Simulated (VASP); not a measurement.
# Co (Fd-3m) in VASP: a series of runs

The runs below take Co through single point, with BLYP.

Program: VASP 6.6.1. These are calculated values, not measurements. Logs are shortened: lines on timing, memory, paths and dates and some standing lists are left out, and cuts for length are marked.

### 1 The cell of the first run

It takes space group Fd-3m (No. 227, cubic). The conventional cell has a = 5.224 Å, b = 5.224 Å, c = 5.224 Å, α = 90.00°, β = 90.00°, γ = 90.00°. Within 3.0 Å of Co (site symmetry -43m) lie 4 Co at 2.26 Å.

This isn't the form of Co at room conditions, which is hcp.

### 2 Single point, BLYP, collinear spin, ferromagnetic start (17.82 Å³/atom)

Input file INCAR:

```
SYSTEM = Co
PREC = Accurate ; ENCUT = 520
EDIFF = 1E-6 ; ISMEAR = -1
SIGMA = 0.05 ; LREAL = .False.
LASPH = .True. ; NELM = 150
ALGO = Normal ; ISIF = 2
LWAVE = .False. ; LCHARG = .True.
ISPIN = 2 ; MAGMOM = -1.736 -1.736
LORBIT = 11 ; LMAXMIX = 4
GGA = B5 ; ALDAX = 1.0
AGGAX = 1.0 ; AGGAC = 1.0
ALDAC = 0.0 ; LELF = .True.
LVHAR = .True. ; NBANDS = 20
```

Input file KPOINTS:

```
Automatic mesh
0
Gamma
  12 12 12
  0 0 0
```

Input file POSCAR:

```
Co
1.0
    0.0000000000      2.6121069496      2.6121069496
    2.6121069496      0.0000000000      2.6121069496
    2.6121069496      2.6121069496      0.0000000000
Co
2
Direct
    0.1250000000      0.1250000000      0.1250000000
    0.8750000000      0.8750000000      0.8750000000
```

Potentials or basis: VASP PAW PBE potentials, release 64 (Co).

Command:

```bash
$ cat potpaw_PBE.64/Co/POTCAR > POTCAR
$ mpirun -np 1 vasp_std > vasp.out
```

OUTCAR:

```text
SYSTEM = Co
   PREC = Accurate
   ENCUT = 520
   EDIFF = 1E-6
   ISMEAR = -1
   LREAL = .False.
   LASPH = .True.
   NELM = 150
   ISIF = 2
   ISPIN = 2
   LORBIT = 11
   GGA = B5

 ion  position               nearest neighbor table
   1  0.125  0.125  0.125-   2 2.26   2 2.26   2 2.26   2 2.26
   2  0.875  0.875  0.875-   1 2.26   1 2.26   1 2.26   1 2.26

  LATTYP: Found a face centered cubic cell.
 ALAT       =     5.2242138992

  Lattice vectors:

 A1 = (   0.0000000000,   2.6121069496,   2.6121069496)
 A2 = (   2.6121069496,   0.0000000000,   2.6121069496)
 A3 = (   2.6121069496,   2.6121069496,   0.0000000000)

Analysis of symmetry for initial positions (statically):
=====================================================================
 Subroutine PRICEL returns:
 Original cell was already a primitive cell.

 Routine SETGRP: Setting up the symmetry group for a
 face centered cubic supercell.

 Subroutine GETGRP returns: Found 48 space group operations
 (whereof 12 operations were pure point group operations)
 out of a pool of 48 trial point group operations.

The static configuration has the point symmetry D_3d.
 The point group associated with its full space group is O_h .

Analysis of symmetry for dynamics (positions and initial velocities):
=====================================================================
 Subroutine PRICEL returns:
 Original cell was already a primitive cell.

 Routine SETGRP: Setting up the symmetry group for a
 face centered cubic supercell.

 Subroutine GETGRP returns: Found 48 space group operations
 (whereof 12 operations were pure point group operations)
 out of a pool of 48 trial point group operations.

The dynamic configuration has the point symmetry D_3d.
 The point group associated with its full space group is O_h .

Analysis of structural, dynamic, and magnetic symmetry:
=====================================================================
 Subroutine PRICEL returns:
 Original cell was already a primitive cell.

 Routine SETGRP: Setting up the symmetry group for a
 face centered cubic supercell.

 Subroutine GETGRP returns: Found 48 space group operations
 (whereof 12 operations were pure point group operations)
 out of a pool of 48 trial point group operations.

The overall configuration has the point symmetry D_3d.
 The point group associated with its full space group is O_h .

 Subroutine INISYM returns: Found 48 space group operations
 (whereof 12 operations are pure point group operations),
 and found     1 'primitive' translations

----------------------------------------------------------------------------------------

                                     Primitive cell

  volume of cell :      35.6453

  direct lattice vectors                    reciprocal lattice vectors
     0.000000000  2.612106950  2.612106950    -0.191416358  0.191416358  0.191416358
     2.612106950  0.000000000  2.612106950     0.191416358 -0.191416358  0.191416358
     2.612106950  2.612106950  0.000000000     0.191416358  0.191416358 -0.191416358

  length of vectors
     3.694077074  3.694077074  3.694077074     0.331542858  0.331542858  0.331542858

  position of ions in fractional coordinates (direct lattice)
     0.125000000  0.125000000  0.125000000
     0.875000000  0.875000000  0.875000000

  ion indices of the primitive-cell ions
   primitive index   ion index
                 1           1
                 2           2

----------------------------------------------------------------------------------------

 KPOINTS: Automatic mesh

Automatic generation of k-mesh.
 Grid dimensions read from file:
 generate k-points for:   12   12   12

 Generating k-lattice:

  Cartesian coordinates                     Fractional coordinates (reciprocal lattice)
    -0.015951363  0.015951363  0.015951363     0.083333333  0.000000000  0.000000000
     0.015951363 -0.015951363  0.015951363     0.000000000  0.083333333  0.000000000
     0.015951363  0.015951363 -0.015951363     0.000000000  0.000000000  0.083333333

  Length of vectors
     0.027628572  0.027628572  0.027628572

  Shift w.r.t. Gamma in fractional coordinates (k-lattice)
     0.000000000  0.000000000  0.000000000

 Subroutine IBZKPT returns following result:
 ===========================================

 Found     72 irreducible k-points:

 Following reciprocal coordinates:
            Coordinates               Weight
  0.000000  0.000000  0.000000      1.000000
  0.083333  0.000000  0.000000      8.000000
  0.166667  0.000000  0.000000      8.000000
  0.250000  0.000000  0.000000      8.000000
  0.333333  0.000000  0.000000      8.000000
  0.416667  0.000000  0.000000      8.000000
[... 16 lines left out ...]
  0.500000  0.166667  0.000000     24.000000
 -0.416667  0.166667  0.000000     24.000000
 [... further k-points ...]
   k-points           NKPTS =     72   k-points in BZ     NKDIM =     72   number of bands    NBANDS=     20
   number of dos      NEDOS =    301   number of ions     NIONS =      2
   total plane-waves  NPLWV =  21952
   dimension x,y,z NGX =    28 NGY =   28 NGZ =   28
   dimension x,y,z NGXF=    56 NGYF=   56 NGZF=   56
   ions per type =               2
   NGX,Y,Z   is equivalent  to a cutoff of  12.60, 12.60, 12.60 a.u.
   NGXF,Y,Z  is equivalent  to a cutoff of  25.20, 25.20, 25.20 a.u.
 SYSTEM =  Co
   PREC   = accura    normal or accurate (medium, high low for compatibility)
   ISTART =      0    job   : 0-new  1-cont  2-samecut
   ICHARG =      2    charge: 1-file 2-atom 10-const
   ISPIN  =      2    spin polarized calculation?
   LNONCOLLINEAR =      F non collinear calculations
   LSORBIT =      F    spin-orbit coupling
   LASPH  =      T    aspherical Exc in radial PAW
   ENCUT  =  520.0 eV  38.22 Ry    6.18 a.u.   6.87  6.87  6.87*2*pi/ulx,y,z
   NELM   =    150;   NELMIN=  2; NELMDL= -5     # of ELM steps
   EDIFF  = 0.1E-05   stopping-criterion for ELM
   LREAL  =      F    real-space projection
   EDIFFG = 0.1E-04   stopping-criterion for IOM
   NSW    =      0    number of steps for IOM
   IBRION =     -1    ionic relax: 0-MD 1-quasi-New 2-CG
   NFREE  =      0    steps in history (QN), initial steepest desc. (CG)
   ISIF   =      2    stress and relaxation
   ISYM   =      2    0-nonsym 1-usesym 2-fastsym
   POTIM  = 0.5000    time-step for ionic-motion
   TEBEG  =    0.0;   TEEND  =   0.0 temperature during run
   PSTRESS=    0.0 pullay stress
   NELECT =      18.0000    total number of electrons
   NUPDOWN=      -1.0000    fix difference up-down
   EMIN   =  10.00;   EMAX   =-10.00  energy-range for DOS
   EFERMI =   0.00;   METHOD = LEGACY
   ISMEAR =    -1;   SIGMA  =   0.05  broadening in eV -4-tet -1-fermi 0-gaus
   EFERMI_NEDOS =   21; number of points for ismear=-14 and -15
   IALGO  =     38    algorithm
   IMIX   =      4    mixing-type and parameters
     AMIX     =   0.40;   BMIX     =  1.00
     AMIX_MAG =   1.60;   BMIX_MAG =  1.00
  volume/ion in A,a.u.               =      17.82       120.27
  Fermi-wavevector in a.u.,A,eV,Ry     =   1.303661  2.463562 23.123541  1.699532
  Thomas-Fermi vector in A             =   2.434648
   LORBIT       =     11    0 simple, 1 ext, 2 COOP (PROOUT), +10 PAW based schemes
   GGA     = B5    functional components
   LHFCALC =     F    Hartree Fock is set to
   AEXX    =    0.0000 exact exchange contribution
   IVDW    =     0    specifies the selected vdW correction
   LEPSILON=     F    determine dielectric tensor
   LRPA    =     F    only Hartree local field effects (RPA)
 spin polarized calculation
  energy-cutoff  :      520.00
  volume of cell :       35.65
 maximum number of plane-waves:       982
   NGX = 13   NGY = 13   NGZ = 13

 number of electron      18.0000009 magnetization      -3.4512289

 Free energy of the ion-electron system (eV)
  ---------------------------------------------------
  ext. energy  EPLUGINS =         0.00000000
  ---------------------------------------------------
  free energy    TOTEN  =       -10.27177341 eV

  energy without entropy =      -10.25424746  energy(sigma->0) =      -10.26301043

 E-fermi :   4.9467     XC(G=0):  -9.8241

 val. band max:        4.9461198017   @ k =   0.4167   0.4167   0.0000
 cond. band min:       4.9582946174   @ k =   0.0833   0.0000   0.0000
 fundamental gap:      0.0121748157
 Fermi energy:         4.9467207929

 spin component 1

 k-point     1 :       0.0000    0.0000    0.0000
  band No.  band energies     occupation
      1      -0.9216      1.00000
      2       3.4125      1.00000
      3       3.4125      1.00000
      4       3.4125      1.00000
      5       3.4499      1.00000
      6       3.4499      1.00000
[... 12 lines left out ...]
     19      19.6023      0.00000
     20      21.4979      0.00000

 k-point     2 :       0.0833    0.0000    0.0000
  band No.  band energies     occupation
      1      -0.8026      1.00000
      2       3.3120      1.00000
      3       3.3120      1.00000
      4       3.4168      1.00000
      5       3.5782      1.00000
      6       3.5782      1.00000
[... 12 lines left out ...]
     19      20.4808      0.00000
     20      21.0195      0.00000
[... 465 lines left out ...]
      3       3.3918      1.00000
      4       3.4228      1.00000
      5       3.7743      1.00000
      6       3.8263      1.00000
[... 12 lines left out ...]
     19      21.8037      0.00000
     20      25.5536      0.00000

 k-point    24 :      -0.4167    0.1667    0.0000
  band No.  band energies     occupation
      1       2.2375      1.00000
      2       3.0185      1.00000
      3       3.3078      1.00000
      4       3.4168      1.00000
      5       3.6687      1.00000
      6       3.9230      1.00000
[... 12 lines left out ...]
     19      23.5198      0.00000
     20      23.8668      0.00000

 [... further k-points ...]

 spin component 2

 k-point     1 :       0.0000    0.0000    0.0000
  band No.  band energies     occupation
      1      -1.0350      1.00000
      2       1.8200      1.00000
      3       1.8200      1.00000
      4       1.9938      1.00000
      5       1.9938      1.00000
      6       1.9938      1.00000
[... 12 lines left out ...]
     19      19.5811      0.00000
     20      21.4706      0.00000

 k-point     2 :       0.0833    0.0000    0.0000
  band No.  band energies     occupation
      1      -0.9170      1.00000
      2       1.7762      1.00000
      3       1.7762      1.00000
      4       1.9980      1.00000
      5       2.0611      1.00000
      6       2.0611      1.00000
[... 12 lines left out ...]
     19      20.3575      0.00000
     20      20.9181      0.00000
[... 465 lines left out ...]
      3       1.9164      1.00000
      4       1.9757      1.00000
      5       2.2362      1.00000
      6       2.3600      1.00000
[... 12 lines left out ...]
     19      21.6477      0.00000
     20      25.3780      0.00000

 k-point    24 :      -0.4167    0.1667    0.0000
  band No.  band energies     occupation
      1       1.5351      1.00000
      2       1.7757      1.00000
      3       1.8029      1.00000
      4       1.9468      1.00000
      5       2.2684      1.00000
      6       2.3425      1.00000
[... 12 lines left out ...]
     19      23.2711      0.00000
     20      23.6292      0.00000

 [... further k-points ...]

------------------------ aborting loop because EDIFF is reached ----------------------------------------

  FORCE on cell =-STRESS in cart. coord.  units (eV):
  Direction    XX          YY          ZZ          XY          YZ          ZX
  --------------------------------------------------------------------------------------
  -------------------------------------------------------------------------------------
  Total       -0.7525582     -0.7525582     -0.7525582      0.0000000      0.0000000     -0.0000000
  in kB      -33.8257818    -33.8257818    -33.8257818      0.0000000      0.0000000     -0.0000000
  external PRESSURE =     -33.8257818 kB  Pullay stress =       0.0000000 kB

 VOLUME and BASIS-vectors are now :
 -----------------------------------------------------------------------------
  energy-cutoff  :      520.00
  volume of cell :       35.65
      direct lattice vectors                 reciprocal lattice vectors
     0.000000000  2.612106950  2.612106950    -0.191416358  0.191416358  0.191416358
     2.612106950  0.000000000  2.612106950     0.191416358 -0.191416358  0.191416358
     2.612106950  2.612106950  0.000000000     0.191416358  0.191416358 -0.191416358

 POSITION                                       TOTAL-FORCE (eV/Angst)
 -----------------------------------------------------------------------------------
      0.65303      0.65303      0.65303         0.000000      0.000000      0.000000
      4.57119      4.57119      4.57119        -0.000000     -0.000000     -0.000000
 -----------------------------------------------------------------------------------
    total drift:                               -0.000000     -0.000000     -0.000000

  FREE ENERGIE OF THE ION-ELECTRON SYSTEM (eV)
  ---------------------------------------------------
  free  energy   TOTEN  =       -10.2717734052 eV

  energy  without entropy=      -10.2542474640  energy(sigma->0) =      -10.26301043

 total charge

# of ion       s       p       d       tot
------------------------------------------
    1        0.507   0.298   7.305   8.110
    2        0.507   0.298   7.305   8.110
--------------------------------------------------
tot          1.014   0.596  14.610  16.220

 magnetization (x)

# of ion       s       p       d       tot
------------------------------------------
    1        0.029   0.015  -1.769  -1.726
    2        0.029   0.015  -1.769  -1.726
--------------------------------------------------
tot          0.057   0.029  -3.538  -3.451
```

Wall time 2.1 min (1 thread of Intel Xeon 6975P-C (Granite Rapids), shared host); peak memory 0.22 GiB.

Results:

* Free energy: -10.2718 eV
* Pressure: -3.4 GPa
* Net moment: -3.45 μB per cell
* Site moments: Co -1.73 μB
* Valence electrons inside the program's atomic spheres: Co 8.11

Caveat: the cell stands under tension; the PAW data sets were made with another functional, which shifts forces and pressure a little.

### 3 Single point, BLYP, collinear spin, ferromagnetic start (18.51 Å³/atom)

This run uses another cell than the first one, of 18.51 Å³/atom.

Input file INCAR:

```
AGGAC = 1.0
AGGAX = 1.0
ALDAC = 0.0
ALDAX = 1.0
ALGO = Normal
EDIFF = 1E-6
ENCUT = 520
GGA = B5
ISIF = 2
ISMEAR = -1
ISPIN = 2
LASPH = T
LCHARG = F
LMAXMIX = 4
LORBIT = 11
LREAL = F
LWAVE = F
MAGMOM = -1.736 -1.736
NBANDS = 20
NELM = 150
PREC = Accurate
SIGMA = 0.05
```

Input file KPOINTS:

```
k-points
0
Gamma
  12 12 12
```

Input file POSCAR:

```
Co
1.0
    0.0000000000      2.6451751050      2.6451751050
    2.6451751050      0.0000000000      2.6451751050
    2.6451751050      2.6451751050      0.0000000000
Co
2
Direct
    0.1250000000      0.1250000000      0.1250000000
    0.8750000000      0.8750000000      0.8750000000
```

Potentials or basis: VASP PAW PBE potentials, release 64 (Co).

Command:

```bash
$ cat potpaw_PBE.64/Co/POTCAR > POTCAR
$ mpirun -np 1 vasp_std > vasp.out
```

Wall time 2.2 min (1 thread of Intel Xeon 6975P-C (Granite Rapids), shared host); peak memory 0.21 GiB.

Results (log left out):

```
Free energy                                           : -10.2324 eV
Pressure                                              : -5.8 GPa
Net moment                                            : -3.49 μB per cell
Site moments                                          : Co -1.75 μB
Valence electrons inside the program's atomic spheres : Co 8.07
```

Levels at points of the mesh, in eV from the Fermi level:
Spin up:
| k point | band 3 | band 4 | band 5 | band 6 | band 7 | band 8 | band 9 | band 10 | band 11 | band 12 |
| --- | --- | --- | --- | --- | --- | --- | --- | --- | --- | --- |
| (0.00, 0.00, 0.00) | -1.46 | -1.46 | -1.41 | -1.41 | 0.02 | 0.02 | 0.02 | 1.22 | 1.22 | 11.46 |
| (0.50, 0.00, 0.00) | -1.42 | -1.42 | -1.33 | -1.33 | -0.87 | 0.49 | 0.49 | 0.97 | 0.97 | 1.82 |
| (0.50, 0.50, 0.00) | -1.35 | -1.35 | -1.32 | -1.32 | -0.05 | -0.05 | 1.09 | 1.09 | 2.17 | 2.17 |
Spin down:
```csv
k point,band 7,band 8,band 9,band 10,band 11,band 12,band 13,band 14,band 15,band 16
"(0.00, 0.00, 0.00)",-1.58,-1.58,-1.58,-0.81,-0.81,11.02,11.02,11.02,11.56,11.56
"(0.50, 0.00, 0.00)",-1.37,-1.37,-0.99,-0.85,-0.85,0.38,8.02,8.02,12.00,12.06
"(0.50, 0.50, 0.00)",-1.89,-1.89,-0.71,-0.71,0.99,0.99,4.36,4.36,9.02,9.02
```

Caveat: the cell stands under tension; the PAW data sets were made with another functional, which shifts forces and pressure a little.

### 4 Single point, BLYP, collinear spin, ferromagnetic start (19.19 Å³/atom)

This run uses another cell than the first one, of 19.19 Å³/atom.

Input file INCAR:

```
PREC = Accurate
ENCUT = 520
EDIFF = 1E-6
ISMEAR = -1
SIGMA = 0.05
LREAL = F
LASPH = T
NELM = 150
ALGO = Normal
ISIF = 2
LWAVE = F
LCHARG = F
ISPIN = 2
MAGMOM = -1.736 -1.736
LORBIT = 11
LMAXMIX = 4
GGA = B5
ALDAX = 1.0
AGGAX = 1.0
AGGAC = 1.0
ALDAC = 0.0
NBANDS = 20
```

Input file KPOINTS:

```
Automatic mesh
0
Gamma
  12 12 12
```

Input file POSCAR:

```
Co
1.0
    0.0000000000      2.6774365175      2.6774365175
    2.6774365175      0.0000000000      2.6774365175
    2.6774365175      2.6774365175      0.0000000000
Co
2
Direct
    0.1250000000      0.1250000000      0.1250000000
    0.8750000000      0.8750000000      0.8750000000
```

Command:

```bash
$ cat potpaw_PBE.64/Co/POTCAR > POTCAR
$ mpirun -np 1 vasp_std > vasp.out
```

It took 2 min on 1 thread of Intel Xeon 6975P-C (Granite Rapids), shared host; peak memory 0.21 GiB.

The run converged. Its results:

- Free energy: -10.1743 eV
- Pressure: -7.8 GPa
- Net moment: -3.52 μB per cell
- Site moments: Co -1.77 μB
- Valence electrons inside the program's atomic spheres: Co 8.03

Levels at points of the mesh, in eV from the Fermi level:
Spin up:
```
           k point  band 5  band 6  band 7  band 8  band 9  band 10
(0.00, 0.00, 0.00)   -1.33   -1.33    0.03    0.03    0.03     1.17
(0.50, 0.00, 0.00)   -1.25   -1.25   -0.84    0.47    0.47     0.93
(0.50, 0.50, 0.00)   -1.29   -1.29   -0.03   -0.03    1.04     1.04
```
Spin down:
```csv
k point,band 7,band 8,band 9,band 10,band 11,band 12,band 13,band 14,band 15,band 16
"(0.00, 0.00, 0.00)",-1.59,-1.59,-1.59,-0.87,-0.87,10.68,10.68,10.68,11.27,11.27
"(0.50, 0.00, 0.00)",-1.41,-1.41,-0.94,-0.90,-0.90,0.27,7.78,7.78,11.79,11.79
"(0.50, 0.50, 0.00)",-1.89,-1.89,-0.77,-0.77,0.90,0.90,4.26,4.26,8.78,8.78
```

Caveat: the cell stands under tension; the PAW data sets were made with another functional, which shifts forces and pressure a little.

### 5 The runs side by side

| cell | gap on the mesh (eV) | pressure (GPa) | moment (μB) |
| --- | --- | --- | --- |
| a = 3.694 Å, angles 60.0°, 2 atoms | none | -3.4 | 3.45 |
| a = 3.741 Å, angles 60.0°, 2 atoms | none | -5.8 | 3.49 |
| a = 3.786 Å, angles 60.0°, 2 atoms | none | -7.8 | 3.52 |

Alike in all rows: task single point; level BLYP; potentials or basis VASP PAW PBE potentials, release 64 (Co); spin collinear, ferromagnetic start; k mesh 12 × 12 × 12; cutoff (eV) 520; smearing fermi-dirac 0.05 eV.

Caveats: the cell stands under tension; the PAW data sets were made with another functional, which shifts forces and pressure a little.

Total energies depend on the potentials used, so only differences within one code and one set of settings carry meaning.
